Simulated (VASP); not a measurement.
# BaHfO3 (Pm-3m) in VASP: notebook, part 2 of 2

VASP 6.6.1.

## 3. Single point, HSE06 (strain -2.0%)

The input, POSCAR:

```
BaHfO3
1.0
    4.0935175954      0.0000000000      0.0000000000
    0.0000000000      4.0935175954      0.0000000000
    0.0000000000      0.0000000000      4.0935175954
Ba Hf O
1 1 3
Direct
    0.0000000000      0.0000000000      0.0000000000
    0.5000000000      0.5000000000      0.5000000000
    0.5000000000      0.5000000000      0.0000000000
    0.5000000000      0.0000000000      0.5000000000
    0.0000000000      0.5000000000      0.5000000000
```

The input, INCAR.step1:

```
SYSTEM = BaHfO3
  ALGO = Normal
  EDIFF = 1E-5
  ENCUT = 520
  GGA = PE
  ISIF = 2
  ISMEAR = 0
  LASPH = .TRUE.
  LCHARG = .FALSE.
  LREAL = .FALSE.
  LWAVE = .TRUE.
  NBANDS = 27
  NELM = 80
  PREC = Accurate
  SIGMA = 0.01
```

The input, INCAR.step2:

```
SYSTEM = BaHfO3
  ALGO = Normal
  EDIFF = 1E-7
  ENCUT = 520
  GGA = PE
  HFSCREEN = 0.2079
  ISIF = 2
  ISMEAR = 0
  ISTART = 1
  LASPH = .TRUE.
  LCHARG = .FALSE.
  LHFCALC = .TRUE.
  LREAL = .FALSE.
  LWAVE = .FALSE.
  NBANDS = 27
  NELM = 80
  PREC = Accurate
  PRECFOCK = Fast
  SIGMA = 0.01
```

The input, KPOINTS:

```
k-points
0
G
  4 4 4
  0 0 0
```

Potentials or basis: VASP PAW PBE potentials, release 64 (Ba_sv, Hf_pv, O).

On the command line:

```console
$ cat potpaw_PBE.64/Ba_sv/POTCAR potpaw_PBE.64/Hf_pv/POTCAR potpaw_PBE.64/O/POTCAR > POTCAR
$ cp INCAR.step1 INCAR
$ mpirun -np 1 vasp_std > vasp.out
$ cp INCAR.step2 INCAR
$ mpirun -np 1 vasp_std > vasp.out
```

OUTCAR:

```text
SYSTEM = BaHfO3
   EDIFF = 1E-7
   ENCUT = 520
   GGA = PE
   HFSCREEN = 0.2079
   ISIF = 2
   ISMEAR = 0
   ISTART = 1
   LASPH = .TRUE.
   LHFCALC = .TRUE.
   LREAL = .FALSE.
   NELM = 80
   PREC = Accurate
   PRECFOCK = Fast

 ion  position               nearest neighbor table
   1  0.000  0.000  0.000-   3 2.89   4 2.89   5 2.89   4 2.89   5 2.89   3 2.89   5 2.89   5 2.89
                             3 2.89   4 2.89   4 2.89   3 2.89   2 3.55   2 3.55   2 3.55   2 3.55
   2  0.500  0.500  0.500-   3 2.05   4 2.05   5 2.05   3 2.05   4 2.05   5 2.05   1 3.55   1 3.55
                             1 3.55   1 3.55   1 3.55   1 3.55   1 3.55   1 3.55
   3  0.500  0.500  0.000-   2 2.05   2 2.05   1 2.89   1 2.89   1 2.89   1 2.89
   4  0.500  0.000  0.500-   2 2.05   2 2.05   1 2.89   1 2.89   1 2.89   1 2.89
   5  0.000  0.500  0.500-   2 2.05   2 2.05   1 2.89   1 2.89   1 2.89   1 2.89

  LATTYP: Found a simple cubic cell.
 ALAT       =     4.0935175954

  Lattice vectors:

 A1 = (   4.0935175954,   0.0000000000,   0.0000000000)
 A2 = (   0.0000000000,   4.0935175954,   0.0000000000)
 A3 = (   0.0000000000,   0.0000000000,   4.0935175954)

Analysis of symmetry for initial positions (statically):
=====================================================================
 Subroutine PRICEL returns:
 Original cell was already a primitive cell.

 Routine SETGRP: Setting up the symmetry group for a
 simple cubic supercell.

 Subroutine GETGRP returns: Found 48 space group operations
 (whereof 48 operations were pure point group operations)
 out of a pool of 48 trial point group operations.

The static configuration has the point symmetry O_h .

Analysis of symmetry for dynamics (positions and initial velocities):
=====================================================================
 Subroutine PRICEL returns:
 Original cell was already a primitive cell.
[... 124 lines left out ...]
   GGA     = PE    functional components
   LHFCALC =     T    Hartree Fock is set to
   PRECFOCK=fast      Normal, Fast or Accurate (Low or Medium for compatibility)
   ENCUT4O =  -1.0   cutoff for four orbital integrals eV
   NKREDX  =     1    reduce k-point grid by
   NKREDY  =     1    reduce k-point grid by
   NKREDZ  =     1    reduce k-point grid by
   AEXX    =    0.2500 exact exchange contribution
   HFSCREEN=    0.2079 screening length (either q_TF or 0.3 A-1)
   HFSCREENC=   0.2079 screening length for correlation (either q_TF or 0.3 A-1)
   ENCUTFOCK=  -1.0 apply spherical cutoff to Coloumb kernel
   IVDW    =     0    specifies the selected vdW correction
   LEPSILON=     F    determine dielectric tensor
   LRPA    =     F    only Hartree local field effects (RPA)
 non-spin polarized calculation
 Gauss-broadening in eV      SIGMA  =   0.01
  energy-cutoff  :      520.00
  volume of cell :       68.59
 maximum number of plane-waves:      1856
  NGX = 18; NGY = 18; NGZ = 18

 number of electron      37.9999987 magnetization

 Free energy of the ion-electron system (eV)
  ---------------------------------------------------
  ext. energy  EPLUGINS =         0.00000000
  ---------------------------------------------------
  free energy    TOTEN  =       -51.56757852 eV

  energy without entropy =      -51.56757852  energy(sigma->0) =      -51.56757852

 E-fermi :   1.8286     XC(G=0):  -9.1496

 val. band max:        1.7165035534   @ k =   0.5000   0.5000   0.5000
 cond. band min:       6.8902967957   @ k =   0.0000   0.0000   0.0000
 fundamental gap:      5.1737932422
 Fermi energy:         1.8285609519

 k-point     1 :       0.0000    0.0000    0.0000
  band No.  band energies     occupation
      1     -28.2854      2.00000
      2     -28.2854      2.00000
      3     -28.2854      2.00000
      4     -24.7200      2.00000
      5     -16.6899      2.00000
      6     -16.1640      2.00000
[... 289 lines left out ...]
     26      13.1648      0.00000
     27      13.1648      0.00000

------------------------ aborting loop because EDIFF is reached ----------------------------------------

  FORCE on cell =-STRESS in cart. coord.  units (eV):
  Direction    XX          YY          ZZ          XY          YZ          ZX
  --------------------------------------------------------------------------------------
  -------------------------------------------------------------------------------------
  Total        4.3613070      4.3613070      4.3613070      0.0000000      0.0000000     -0.0000000
  in kB      101.8678782    101.8678782    101.8678782      0.0000000      0.0000000     -0.0000000
  external PRESSURE =     101.8678782 kB  Pullay stress =       0.0000000 kB

 VOLUME and BASIS-vectors are now :
 -----------------------------------------------------------------------------
  energy-cutoff  :      520.00
  volume of cell :       68.59
      direct lattice vectors                 reciprocal lattice vectors
     4.093517595  0.000000000  0.000000000     0.244288678  0.000000000  0.000000000
     0.000000000  4.093517595  0.000000000     0.000000000  0.244288678  0.000000000
     0.000000000  0.000000000  4.093517595     0.000000000  0.000000000  0.244288678

 POSITION                                       TOTAL-FORCE (eV/Angst)
 -----------------------------------------------------------------------------------
      0.00000      0.00000      0.00000         0.000000      0.000000      0.000000
      2.04676      2.04676      2.04676         0.000000      0.000000      0.000000
      2.04676      2.04676      0.00000         0.000000      0.000000      0.000000
      2.04676      0.00000      2.04676         0.000000      0.000000      0.000000
      0.00000      2.04676      2.04676         0.000000      0.000000      0.000000
 -----------------------------------------------------------------------------------
    total drift:                                0.000001      0.000000      0.000001

  FREE ENERGIE OF THE ION-ELECTRON SYSTEM (eV)
  ---------------------------------------------------
  free  energy   TOTEN  =       -51.5675785190 eV

  energy  without entropy=      -51.5675785190  energy(sigma->0) =      -51.56757852
```

OSZICAR.step1:

```text
N       E                     dE             d eps       ncg     rms          rms(c)
DAV:   1     0.213401720764E+03    0.21340E+03   -0.21069E+04   540   0.137E+03
DAV:   2    -0.389606420265E+02   -0.25236E+03   -0.24238E+03   664   0.320E+02
DAV:   3    -0.501006279752E+02   -0.11140E+02   -0.11092E+02   725   0.629E+01
DAV:   4    -0.502311480320E+02   -0.13052E+00   -0.13034E+00   698   0.628E+00
DAV:   5    -0.502331281091E+02   -0.19801E-02   -0.19799E-02   700   0.582E-01    0.671E+01
DAV:   6    -0.434263561196E+02    0.68068E+01   -0.31849E+01   597   0.333E+01    0.562E+01
DAV:   7    -0.433267283238E+02    0.99628E-01   -0.17753E+00   651   0.828E+00    0.339E+01
DAV:   8    -0.433186576760E+02    0.80706E-02   -0.20465E-01   611   0.369E+00    0.692E+00
DAV:   9    -0.433048780642E+02    0.13780E-01   -0.55192E-02   608   0.154E+00    0.238E+00
DAV:  10    -0.433047818250E+02    0.96239E-04   -0.64564E-03   646   0.533E-01    0.605E-01
DAV:  11    -0.433046854477E+02    0.96377E-04   -0.55898E-04   686   0.148E-01    0.755E-02
DAV:  12    -0.433047124366E+02   -0.26989E-04   -0.53365E-05   636   0.478E-02    0.972E-02
DAV:  13    -0.433047160797E+02   -0.36430E-05   -0.50911E-06   419   0.149E-02
   1 F= -.43304716E+02 E0= -.43304716E+02  d E =-.100922E-41
```

Wall time 20 min (1 thread of Intel Xeon Platinum 8259CL at 2.50GHz (Skylake/Cascade Lake), shared host); peak memory 0.3 GiB.

Results:

| Property | Result |
| --- | --- |
| Free energy | -51.5676 eV |
| Pressure | 10.2 GPa |
| Band gap on the k mesh | 5.17 eV, indirect (least direct gap 5.36 eV) |

Caveat: the cell differs from its parent crystal (strain -2.0%); the PAW data sets were made with another functional, which shifts forces and pressure a little; spin-orbit coupling is left out, which moves the levels of the heavy elements.

## 4. Single point, r2SCAN, non-collinear spin, zero start, spin-orbit coupling

This run uses another cell than the first one, of 14.58 Å³/atom, 0.889 times its volume.

POSCAR, as its differences from that of step 3:

```diff
@@ -2,5 +2,5 @@
 1.0
-    4.0935175954      0.0000000000      0.0000000000
-    0.0000000000      4.0935175954      0.0000000000
-    0.0000000000      0.0000000000      4.0935175954
+    4.1770587708      0.0000000000      0.0000000000
+    0.0000000000      4.1770587708      0.0000000000
+    0.0000000000      0.0000000000      4.1770587708
 Ba Hf O
```

The input, INCAR.step1:

```
  PREC = Accurate
  ENCUT = 520
  ISMEAR = 0
  SIGMA = 0.01
  LREAL = False
  LASPH = True
  NELM = 150
  MAGMOM = 0 0 0 0 0 0 0 0 0 0 0 0 0 0 0
  LSORBIT = True
  GGA_COMPAT = False
  LMAXMIX = 4
  NBANDS = 53
  GGA = PE
  ALGO = Normal
  EDIFF = 1E-4
  LWAVE = True
  LCHARG = False
```

The input, INCAR.step2:

```
  PREC = Accurate
  ENCUT = 520
  EDIFF = 1E-6
  ISMEAR = 0
  SIGMA = 0.01
  LREAL = False
  LASPH = True
  NELM = 150
  ALGO = Normal
  ISIF = 2
  LWAVE = False
  LCHARG = True
  MAGMOM = 0 0 0 0 0 0 0 0 0 0 0 0 0 0 0
  LORBIT = 11
  LSORBIT = True
  GGA_COMPAT = False
  LORBMOM = True
  LMAXMIX = 4
  METAGGA = R2SCAN
  LMIXTAU = True
  LVHAR = True
  NBANDS = 53
  ISTART = 1
```

The input, KPOINTS:

```
Automatic mesh
0
Gamma
  6 6 6
```

On the command line:

```console
$ cat potpaw_PBE.64/Ba_sv/POTCAR potpaw_PBE.64/Hf_pv/POTCAR potpaw_PBE.64/O/POTCAR > POTCAR
$ cp INCAR.step1 INCAR
$ mpirun -np 1 vasp_ncl > vasp.out
$ cp INCAR.step2 INCAR
$ mpirun -np 1 vasp_ncl > vasp.out
```

Wall time 24 min (1 thread of Oxide Virtual Turin-like, shared host); peak memory 0.4 GiB.

It converged, with:

```
Free energy                                           : -108.7884 eV
Pressure                                              : -0.6 GPa
Net moment                                            : 0.00 μB per cell
Valence electrons inside the program's atomic spheres : Ba 7.91; Hf 8.56; O 5.08
```

Moments on the atoms (μB; x, y, z):
```
Ba  0.00 0.00 0.00
Hf  0.00 0.00 0.00
O   0.00 0.00 0.00
O   0.00 0.00 0.00
O   0.00 0.00 0.00
```

Caveat: the PAW data sets were made with another functional, which shifts forces and pressure a little.

## 5. Single point, r2SCAN, non-collinear spin, zero start, spin-orbit coupling (strain +1.0%)

POSCAR, as its differences from that of step 4:

```diff
@@ -2,5 +2,5 @@
 1.0
-    4.1770587708      0.0000000000      0.0000000000
-    0.0000000000      4.1770587708      0.0000000000
-    0.0000000000      0.0000000000      4.1770587708
+    4.2188293586      0.0000000000      0.0000000000
+    0.0000000000      4.2188293586      0.0000000000
+    0.0000000000      0.0000000000      4.2188293586
 Ba Hf O
```

The input, INCAR.step1:

```
SYSTEM = BaHfO3
PREC = Accurate
ENCUT = 520
ISMEAR = 0
SIGMA = 0.01
LREAL = .False.
LASPH = .True.
NELM = 150
MAGMOM = 0 0 0 0 0 0 0 0 0 0 0 0 0 0 0
LSORBIT = .True.
GGA_COMPAT = .False.
LMAXMIX = 4
NBANDS = 53
GGA = PE
ALGO = Normal
EDIFF = 1E-4
LWAVE = .True.
LCHARG = .False.
```

The input, INCAR.step2:

```
SYSTEM = BaHfO3
PREC = Accurate
ENCUT = 520
EDIFF = 1E-6
ISMEAR = 0
SIGMA = 0.01
LREAL = .False.
LASPH = .True.
NELM = 150
ALGO = Normal
ISIF = 2
LWAVE = .False.
LCHARG = .False.
MAGMOM = 0 0 0 0 0 0 0 0 0 0 0 0 0 0 0
LORBIT = 11
LSORBIT = .True.
GGA_COMPAT = .False.
LORBMOM = .True.
LMAXMIX = 4
METAGGA = R2SCAN
LMIXTAU = .True.
NBANDS = 53
ISTART = 1
```

The input, KPOINTS:

```
regular mesh
0
Gamma
  6 6 6
  0 0 0
```

On the command line:

```console
$ cat potpaw_PBE.64/Ba_sv/POTCAR potpaw_PBE.64/Hf_pv/POTCAR potpaw_PBE.64/O/POTCAR > POTCAR
$ cp INCAR.step1 INCAR
$ mpirun -np 1 vasp_ncl > vasp.out
$ cp INCAR.step2 INCAR
$ mpirun -np 1 vasp_ncl > vasp.out
```

It took 26 min on 1 thread of Oxide Virtual Turin-like, shared host; peak memory 0.4 GiB.

Results (log left out):

| Property | Result |
| --- | --- |
| Free energy | -108.7475 eV |
| Pressure | -5.5 GPa |
| Net moment | 0.00 μB per cell |
| Valence electrons inside the program's atomic spheres | Ba 7.89; Hf 8.45; O 5.07 |

Moments on the atoms (μB; x, y, z):
```
Ba  0.00 0.00 0.00
Hf  0.00 0.00 0.00
O   0.00 0.00 0.00
O   0.00 0.00 0.00
O   0.00 0.00 0.00
```

Caveat: the cell differs from its parent crystal (strain +1.0%); the PAW data sets were made with another functional, which shifts forces and pressure a little.

## 6. Overview

| level | spin | cell | k mesh | grid for exact exchange (PRECFOCK) | screening parameter | pressure (GPa) | moment (μB) |
| --- | --- | --- | --- | --- | --- | --- | --- |
| r2SCAN | non-collinear, zero start, SOC | a = 4.344 Å, 5 atoms | 6 × 6 × 6 | - | - | -16.2 | 0.00 |
| HSE06 | off | a = 4.094 Å, 5 atoms | 4 × 4 × 4 | Fast | 0.2079 1/Å | 10.2 | - |
| r2SCAN | non-collinear, zero start, SOC | a = 4.177 Å, 5 atoms | 6 × 6 × 6 | - | - | -0.6 | 0.00 |
| r2SCAN | non-collinear, zero start, SOC | a = 4.219 Å, 5 atoms | 6 × 6 × 6 | - | - | -5.5 | 0.00 |

Alike in all rows: task single point; potentials or basis VASP PAW PBE potentials, release 64 (Ba_sv, Hf_pv, O); cutoff (eV) 520; smearing gaussian 0.01 eV.

Caveats: the PAW data sets were made with another functional, which shifts forces and pressure a little; spin-orbit coupling is left out, which moves the levels of the heavy elements (some runs).

Total energies depend on the potentials used, so only differences within one code and one set of settings carry meaning.
